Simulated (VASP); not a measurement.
Crystal: PbS.

```xyz
2
Lattice="4.0897 0.0000 0.0000 -2.0448 3.5418 0.0000 0.0000 0.0000 3.7882" Properties=species:S:1:pos:R:3 pbc="T T T"
Pb    0.0000    0.0000    0.0000
S     2.0448    1.1806    1.8941
```

```yaml
Program: VASP 6.6.1
Task: relaxation of cell and atoms
Functional: LDA
Potentials_or_basis: VASP PAW LDA potentials, release 64 (Pb_d, S)
Cutoff: 600 eV
k_mesh: 8 × 8 × 7
Occupations: fermi-dirac, width 0.05 eV
Spin: no spin polarisation
```

At the start: pressure -4.3 GPa; volume 27.44 Å³/atom.

**Question.** How do energy, volume and symmetry change on relaxing?

**Answer.** Over 5 steps the energy falls by 34.3 meV/atom and the volume is 25.01 Å³/atom (-8.8 %); space group P-6m2 (No. 187, to 0.1 Å) before and after.

The path:
| step | energy change (eV) | largest force (eV/Å) | pressure (GPa) | volume (Å³) |
| --- | --- | --- | --- | --- |
| 1 | 0.0000 | 0.0000 | -4.31 | 54.87 |
| 2 | -0.0578 | 0.0000 | 1.58 | 49.21 |
| 3 | -0.0643 | 0.0000 | -0.03 | 50.46 |
| 4 | -0.0672 | 0.0000 | -0.02 | 50.28 |
| 5 | -0.0687 | 0.0000 | 0.00 | 50.02 |

Final structure:
```
Pb S
1.0
     3.93531    0.00000    0.00000
    -1.96765    3.40808    0.00000
     0.00000    0.00000    3.72950
Pb S
1 1
Direct
  0.00000 0.00000 0.00000
  0.66667 0.33333 0.50000
```
